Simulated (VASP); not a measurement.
# NaCl in VASP: notebook

The runs below take NaCl through single point, with r2SCAN, PBE.

Program: VASP 6.6.1. These are calculated values, not measurements. Logs are shortened: lines on timing, memory, paths and dates and some standing lists are left out, and cuts for length are marked.

### 1 The cell of the first run

Symmetry: Fm-3m, No. 225, cubic system. The conventional cell has a = 5.605 Å, b = 5.605 Å, c = 5.605 Å, α = 90.00°, β = 90.00°, γ = 90.00°. Na (site symmetry m-3m) has 6 Cl at 2.80 Å within 3.7 Å. Cl (site symmetry m-3m) has 6 Na at 2.80 Å within 3.7 Å.

### 2 Single point, r2SCAN

POSCAR

```
NaCl
1.0
    0.0000000000      2.8026988254      2.8026988254
    2.8026988254      0.0000000000      2.8026988254
    2.8026988254      2.8026988254      0.0000000000
Na Cl
1 1
Direct
    0.0000000000      0.0000000000      0.0000000000
    0.5000000000      0.5000000000      0.5000000000
```

INCAR.step1

```
PREC     = Accurate       # precision mode
ENCUT    = 520            # plane-wave cutoff, eV
ISMEAR   = 0              # smearing method
SIGMA    = 0.01           # smearing width, eV
LREAL    = False          # projectors in reciprocal space
LASPH    = True           # aspherical terms in the spheres
NELM     = 80             # most SCF steps
NBANDS   = 14             # bands
GGA      = PE             # functional
ALGO     = Normal         # electronic algorithm
EDIFF    = 1E-4           # SCF threshold, eV
LWAVE    = True           # write WAVECAR
LCHARG   = False          # write CHGCAR
```

INCAR.step2

```
PREC     = Accurate       # precision mode
ENCUT    = 520            # plane-wave cutoff, eV
EDIFF    = 1E-6           # SCF threshold, eV
ISMEAR   = 0              # smearing method
SIGMA    = 0.01           # smearing width, eV
LREAL    = False          # projectors in reciprocal space
LASPH    = True           # aspherical terms in the spheres
NELM     = 80             # most SCF steps
ALGO     = Normal         # electronic algorithm
ISIF     = 2              # what is computed and relaxed
LWAVE    = False          # write WAVECAR
LCHARG   = True           # write CHGCAR
METAGGA  = R2SCAN         # meta-GGA
LMIXTAU  = True         
LELF     = True           # ELF
LVHAR    = True         
NBANDS   = 14             # bands
ISTART   = 1
```

KPOINTS

```
regular mesh
0
Gamma
  8 8 8
```

Potentials or basis: VASP PAW PBE potentials, release 64 (Na_pv, Cl).

On the command line:

```console
$ cat potpaw_PBE.64/Na_pv/POTCAR potpaw_PBE.64/Cl/POTCAR > POTCAR
$ cp INCAR.step1 INCAR
$ mpirun -np 1 vasp_std > vasp.out
$ cp INCAR.step2 INCAR
$ mpirun -np 1 vasp_std > vasp.out
```

OUTCAR:

```text
PREC = Accurate
   ENCUT = 520
   EDIFF = 1E-6
   ISMEAR = 0
   LREAL = False
   LASPH = True
   NELM = 80
   ISIF = 2
   METAGGA = R2SCAN
   ISTART = 1

 ion  position               nearest neighbor table
   1  0.000  0.000  0.000-
   2  0.500  0.500  0.500-

  LATTYP: Found a face centered cubic cell.
 ALAT       =     5.6053976508

  Lattice vectors:

 A1 = (   0.0000000000,   2.8026988254,   2.8026988254)
 A2 = (   2.8026988254,   0.0000000000,   2.8026988254)
 A3 = (   2.8026988254,   2.8026988254,   0.0000000000)

Analysis of symmetry for initial positions (statically):
=====================================================================
 Subroutine PRICEL returns:
 Original cell was already a primitive cell.

 Routine SETGRP: Setting up the symmetry group for a
 face centered cubic supercell.

 Subroutine GETGRP returns: Found 48 space group operations
 (whereof 48 operations were pure point group operations)
 out of a pool of 48 trial point group operations.

The static configuration has the point symmetry O_h .

Analysis of symmetry for dynamics (positions and initial velocities):
=====================================================================
 Subroutine PRICEL returns:
 Original cell was already a primitive cell.

 Routine SETGRP: Setting up the symmetry group for a
 face centered cubic supercell.

 Subroutine GETGRP returns: Found 48 space group operations
 (whereof 48 operations were pure point group operations)
 out of a pool of 48 trial point group operations.

The dynamic configuration has the point symmetry O_h .

 Subroutine INISYM returns: Found 48 space group operations
 (whereof 48 operations are pure point group operations),
 and found     1 'primitive' translations

----------------------------------------------------------------------------------------

                                     Primitive cell

  volume of cell :      44.0311

  direct lattice vectors                    reciprocal lattice vectors
     0.000000000  2.802698825  2.802698825    -0.178399475  0.178399475  0.178399475
     2.802698825  0.000000000  2.802698825     0.178399475 -0.178399475  0.178399475
     2.802698825  2.802698825  0.000000000     0.178399475  0.178399475 -0.178399475

  length of vectors
     3.963614690  3.963614690  3.963614690     0.308996955  0.308996955  0.308996955

  position of ions in fractional coordinates (direct lattice)
     0.000000000  0.000000000  0.000000000
     0.500000000  0.500000000  0.500000000

  ion indices of the primitive-cell ions
   primitive index   ion index
                 1           1
                 2           2

----------------------------------------------------------------------------------------

 KPOINTS: regular mesh

Automatic generation of k-mesh.
 Grid dimensions read from file:
 generate k-points for:    8    8    8

 Generating k-lattice:

  Cartesian coordinates                     Fractional coordinates (reciprocal lattice)
    -0.022299934  0.022299934  0.022299934     0.125000000  0.000000000  0.000000000
     0.022299934 -0.022299934  0.022299934     0.000000000  0.125000000  0.000000000
     0.022299934  0.022299934 -0.022299934     0.000000000  0.000000000  0.125000000

  Length of vectors
     0.038624619  0.038624619  0.038624619

  Shift w.r.t. Gamma in fractional coordinates (k-lattice)
     0.000000000  0.000000000  0.000000000

 Subroutine IBZKPT returns following result:
 ===========================================

 Found     29 irreducible k-points:

 Following reciprocal coordinates:
            Coordinates               Weight
  0.000000  0.000000  0.000000      1.000000
  0.125000  0.000000  0.000000      8.000000
  0.250000  0.000000  0.000000      8.000000
  0.375000  0.000000  0.000000      8.000000
  0.500000  0.000000  0.000000      4.000000
  0.125000  0.125000  0.000000      6.000000
[... 16 lines left out ...]
  0.500000  0.250000  0.125000     48.000000
 -0.375000  0.250000  0.125000     24.000000
 [... further k-points ...]
   k-points           NKPTS =     29   k-points in BZ     NKDIM =     29   number of bands    NBANDS=     14
   number of dos      NEDOS =    301   number of ions     NIONS =      2
   total plane-waves  NPLWV =  27000
   dimension x,y,z NGX =    30 NGY =   30 NGZ =   30
   dimension x,y,z NGXF=    60 NGYF=   60 NGZF=   60
   ions per type =               1   1
   NGX,Y,Z   is equivalent  to a cutoff of  12.58, 12.58, 12.58 a.u.
   NGXF,Y,Z  is equivalent  to a cutoff of  25.17, 25.17, 25.17 a.u.
 SYSTEM =  unknown system
   PREC   = accura    normal or accurate (medium, high low for compatibility)
   ISTART =      1    job   : 0-new  1-cont  2-samecut
   ICHARG =      0    charge: 1-file 2-atom 10-const
   ISPIN  =      1    spin polarized calculation?
   LNONCOLLINEAR =      F non collinear calculations
   LSORBIT =      F    spin-orbit coupling
   LASPH  =      T    aspherical Exc in radial PAW
   ENCUT  =  520.0 eV  38.22 Ry    6.18 a.u.   7.37  7.37  7.37*2*pi/ulx,y,z
   NELM   =     80;   NELMIN=  2; NELMDL=  0     # of ELM steps
   EDIFF  = 0.1E-05   stopping-criterion for ELM
   LREAL  =      F    real-space projection
   EDIFFG = 0.1E-04   stopping-criterion for IOM
   NSW    =      0    number of steps for IOM
   IBRION =     -1    ionic relax: 0-MD 1-quasi-New 2-CG
   NFREE  =      0    steps in history (QN), initial steepest desc. (CG)
   ISIF   =      2    stress and relaxation
   ISYM   =      2    0-nonsym 1-usesym 2-fastsym
   POTIM  = 0.5000    time-step for ionic-motion
   TEBEG  =    0.0;   TEEND  =   0.0 temperature during run
   PSTRESS=    0.0 pullay stress
   NELECT =      14.0000    total number of electrons
   NUPDOWN=      -1.0000    fix difference up-down
   EMIN   =  10.00;   EMAX   =-10.00  energy-range for DOS
   EFERMI =   0.00;   METHOD = LEGACY
   ISMEAR =     0;   SIGMA  =   0.01  broadening in eV -4-tet -1-fermi 0-gaus
   EFERMI_NEDOS =   21; number of points for ismear=-14 and -15
   IALGO  =     38    algorithm
   IMIX   =      4    mixing-type and parameters
     AMIX     =   0.40;   BMIX     =  1.00
     AMIX_MAG =   1.60;   BMIX_MAG =  1.00
  volume/ion in A,a.u.               =      22.02       148.57
  Fermi-wavevector in a.u.,A,eV,Ry     =   1.117372  2.111527 16.987145  1.248520
  Thomas-Fermi vector in A             =   2.253994
   LORBIT       =      0    0 simple, 1 ext, 2 COOP (PROOUT), +10 PAW based schemes
   METAGGA = R2SCAN    functional components
   LHFCALC =     F    Hartree Fock is set to
   AEXX    =    0.0000 exact exchange contribution
   IVDW    =     0    specifies the selected vdW correction
   LEPSILON=     F    determine dielectric tensor
   LRPA    =     F    only Hartree local field effects (RPA)
 non-spin polarized calculation
 Gauss-broadening in eV      SIGMA  =   0.01
  energy-cutoff  :      520.00
  volume of cell :       44.03
 maximum number of plane-waves:      1243
 NGX is ok and might be reduce to    30
   NGX = 15   NGY = 15   NGZ = 15

 number of electron      14.0000003 magnetization

 Free energy of the ion-electron system (eV)
  ---------------------------------------------------
  ext. energy  EPLUGINS =         0.00000000
  ---------------------------------------------------
  free energy    TOTEN  =       -13.79008505 eV

  energy without entropy =      -13.79008505  energy(sigma->0) =      -13.79008505

 E-fermi :  -0.9694     XC(G=0):  -8.7309

 val. band max:       -1.0571852899   @ k =   0.0000   0.0000   0.0000
 cond. band min:       4.9410878744   @ k =   0.0000   0.0000   0.0000
 fundamental gap:      5.9982731644
 Fermi energy:        -0.9694107049

 k-point     1 :       0.0000    0.0000    0.0000
  band No.  band energies     occupation
      1     -22.5425      2.00000
      2     -22.5422      2.00000
      3     -22.5422      2.00000
      4     -14.3221      2.00000
      5      -1.0572      2.00000
      6      -1.0572      2.00000
      7      -1.0572      2.00000
      8       4.9411      0.00000
      9      10.7206      0.00000
     10      10.7206      0.00000
     11      10.7206      0.00000
     12      12.9931      0.00000
     13      12.9931      0.00000
     14      14.6264      0.00000

 k-point     2 :       0.1250    0.0000    0.0000
  band No.  band energies     occupation
      1     -22.5468      2.00000
      2     -22.5428      2.00000
      3     -22.5425      2.00000
      4     -14.2719      2.00000
      5      -1.4250      2.00000
      6      -1.1018      2.00000
      7      -1.1018      2.00000
      8       5.4377      0.00000
      9      10.1830      0.00000
     10      10.9345      0.00000
     11      10.9346      0.00000
     12      12.7791      0.00000
     13      12.7791      0.00000
     14      15.6527      0.00000

 k-point     3 :       0.2500    0.0000    0.0000
  band No.  band energies     occupation
      1     -22.5578      2.00000
      2     -22.5435      2.00000
      3     -22.5432      2.00000
      4     -14.1472      2.00000
      5      -2.1703      2.00000
      6      -1.2060      2.00000
      7      -1.2060      2.00000
      8       6.3941      0.00000
      9       9.7007      0.00000
     10      11.1093      0.00000
     11      11.1095      0.00000
     12      13.0140      0.00000
     13      13.0141      0.00000
     14      15.8125      0.00000
[... 324 lines left out ...]
 k-point    23 :       0.5000    0.2500    0.1250
  band No.  band energies     occupation
      1     -22.5647      2.00000
      2     -22.5501      2.00000
      3     -22.5456      2.00000
      4     -13.9688      2.00000
      5      -2.6352      2.00000
      6      -1.7754      2.00000
      7      -1.4408      2.00000
      8       7.9362      0.00000
      9       9.3335      0.00000
     10       9.7555      0.00000
     11      11.7876      0.00000
     12      13.5821      0.00000
     13      16.0742      0.00000
     14      16.4581      0.00000

 k-point    24 :      -0.3750    0.2500    0.1250
  band No.  band energies     occupation
      1     -22.5669      2.00000
      2     -22.5506      2.00000
      3     -22.5465      2.00000
      4     -13.9278      2.00000
      5      -2.7590      2.00000
      6      -1.8577      2.00000
      7      -1.4961      2.00000
      8       8.0095      0.00000
      9       9.4803      0.00000
     10      10.0482      0.00000
     11      11.6008      0.00000
     12      14.2320      0.00000
     13      15.6635      0.00000
     14      16.5700      0.00000

 [... further k-points ...]

------------------------ aborting loop because EDIFF is reached ----------------------------------------

  FORCE on cell =-STRESS in cart. coord.  units (eV):
  Direction    XX          YY          ZZ          XY          YZ          ZX
  --------------------------------------------------------------------------------------
  -------------------------------------------------------------------------------------
  Total       -0.0409062     -0.0409062     -0.0409062      0.0000000      0.0000000     -0.0000000
  in kB       -1.4884711     -1.4884711     -1.4884711      0.0000000      0.0000000     -0.0000000
  external PRESSURE =      -1.4884711 kB  Pullay stress =       0.0000000 kB

 VOLUME and BASIS-vectors are now :
 -----------------------------------------------------------------------------
  energy-cutoff  :      520.00
  volume of cell :       44.03
      direct lattice vectors                 reciprocal lattice vectors
     0.000000000  2.802698825  2.802698825    -0.178399475  0.178399475  0.178399475
     2.802698825  0.000000000  2.802698825     0.178399475 -0.178399475  0.178399475
     2.802698825  2.802698825  0.000000000     0.178399475  0.178399475 -0.178399475

 POSITION                                       TOTAL-FORCE (eV/Angst)
 -----------------------------------------------------------------------------------
      0.00000      0.00000      0.00000        -0.000000     -0.000000     -0.000000
      2.80270      2.80270      2.80270         0.000000      0.000000      0.000000
 -----------------------------------------------------------------------------------
    total drift:                               -0.000000      0.000000      0.000000

  FREE ENERGIE OF THE ION-ELECTRON SYSTEM (eV)
  ---------------------------------------------------
  free  energy   TOTEN  =       -13.7900850475 eV

  energy  without entropy=      -13.7900850475  energy(sigma->0) =      -13.79008505
```

It took 2.1 min on 1 thread of AMD EPYC 7R43 (Zen 3), shared host; peak memory 0.13 GiB.

What came out:

```
Free energy            : -13.7901 eV
Pressure               : -0.1 GPa
Band gap on the k mesh : 6.00 eV, direct
```

Levels at points of the mesh, in eV from the valence-band top:
```csv
k point,band 4,band 5,band 6,band 7,band 8,band 9,band 10,band 11
"(0.00, 0.00, 0.00)",-13.26,0.00,0.00,0.00,6.00,11.78,11.78,11.78
"(0.50, 0.00, 0.00)",-12.90,-1.98,-0.29,-0.29,7.98,11.77,11.81,11.81
"(0.50, 0.50, 0.00)",-12.85,-1.73,-0.63,-0.63,8.50,8.60,12.35,16.09
```

Caveat: the PAW data sets were made with another functional, which shifts forces and pressure a little. r2SCAN opens gaps a little over a GGA but as a rule still falls short of measured ones.

(Continued in part 2 of 2.)
